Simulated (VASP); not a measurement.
Here is a VASP 6.6.1 calculation.

The input INCAR:

```
PREC     = Accurate       # precision mode
ENCUT    = 520            # plane-wave cutoff, eV
EDIFF    = 1E-8           # SCF threshold, eV
ISMEAR   = -1             # smearing method
SIGMA    = 0.05           # smearing width, eV
LREAL    = F              # projectors in reciprocal space
LASPH    = T              # aspherical terms in the spheres
NELM     = 120            # most SCF steps
ALGO     = Normal         # electronic algorithm
ISIF     = 2              # what is computed and relaxed
LWAVE    = F              # write WAVECAR
LCHARG   = F              # write CHGCAR
GGA      = PS             # functional
LEFG     = T            
NBANDS   = 16             # bands
GGA_COMPAT= F
```

File KPOINTS:

```
Automatic mesh
0
Gamma
  13 13 13
```

POSCAR

```
TiN
1.0
    0.0000000000      2.1149029570      2.1149029570
    2.1149029570      0.0000000000      2.1149029570
    2.1149029570      2.1149029570      0.0000000000
Ti N
1 1
Direct
    0.0000000000      0.0000000000      0.0000000000
    0.5000000000      0.5000000000      0.5000000000
```

Potentials or basis: VASP PAW PBE potentials, release 64 (Ti_sv, N).

Launch:

```sh
$ cat potpaw_PBE.64/Ti_sv/POTCAR potpaw_PBE.64/N/POTCAR > POTCAR
$ mpirun -np 1 vasp_std > vasp.out
```

Question: What does it give for the pressure?

Answer: -4.8 GPa.

Caveat: without QUAD_EFG the Cq values of the log hold for a quadrupole moment of 1 mb, not for the nuclei; the PAW data sets were made with another functional, which shifts forces and pressure a little.
